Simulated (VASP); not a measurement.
Na:

```xyz
1
Lattice="-2.1410 2.1410 2.1410 2.1410 -2.1410 2.1410 2.1410 2.1410 -2.1410" Properties=species:S:1:pos:R:3 pbc="T T T"
Na    0.0000    0.0000    0.0000
```

```yaml
Program: VASP 6.6.1
Task: relaxation of volume and atoms at fixed shape
Functional: PBEsol
Potentials_or_basis: VASP PAW PBE potentials, release 64 (Na_pv)
Cutoff: 600 eV
k_mesh: 7 × 7 × 7
Occupations: fermi-dirac, width 0.05 eV
Spin: no spin polarisation
```

At the start: pressure -0.6 GPa; volume 39.26 Å³/atom.

Question: Where does the relaxation end?

Answer: Over 3 steps the energy falls by 5.6 meV/atom and the volume is 36.23 Å³/atom (-7.7 %); space group Im-3m (No. 229, to 0.1 Å) before and after.

The path:
| step | energy change (eV) | largest force (eV/Å) | pressure (GPa) | volume (Å³) |
| --- | --- | --- | --- | --- |
| 1 | 0.0000 | 0.0000 | -0.56 | 39.26 |
| 2 | -0.0024 | 0.0000 | -0.44 | 38.48 |
| 3 | -0.0056 | 0.0000 | -0.02 | 36.23 |

Final structure:
```
CELL_PARAMETERS angstrom
-2.08451 2.08451 2.08451
2.08451 -2.08451 2.08451
2.08451 2.08451 -2.08451
ATOMIC_POSITIONS crystal
Na 0.00000 0.00000 0.00000
```

Caveat: the PAW data sets were made with another functional, which shifts forces and pressure a little.
